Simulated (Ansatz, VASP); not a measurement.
**One calculation of Be2Si, two programs**

```
CELL_PARAMETERS angstrom
5.22137 0.00000 0.00000
0.00000 3.79046 0.00000
0.00000 0.00000 3.72756
ATOMIC_POSITIONS crystal
Be 0.24717 0.50000 0.00000
Be 0.75283 0.50000 0.00000
Be 0.74717 0.00000 0.50000
Be 0.25283 0.00000 0.50000
Si 0.00000 0.00000 0.00000
Si 0.50000 0.50000 0.50000
```

Alike in both runs: functional PBE; k mesh 4 × 4 × 6; occupations gaussian, width 0.1 eV; no spin polarisation.

Ansatz relaxed the structure, and its values are those at the end. VASP's run is a single point on that final structure, the one shown.

|  | VASP | Ansatz |
| --- | --- | --- |
| version | VASP 6.6.1 | Ansatz 0.2.0 |
| potentials or method | VASP PAW PBE potentials, release 64 (Be, Si), cutoff 520 eV | scalar-relativistic, plane waves, PAW |
| valence electrons in the cell | 16 | 16 |

|  | VASP | Ansatz | Ansatz less VASP |
| --- | --- | --- | --- |
| gap on the k mesh at the Fermi level (eV) | none | none | - |
| pressure (GPa) | 0.1 | 0.0 | -0.07 |

A gap of «none» marks a metal or a gap that the smearing closes. The functional is the same, so the differences come from potentials, cutoffs and numerics.

The k mesh is coarse, so the values compare programs but aren't converged.
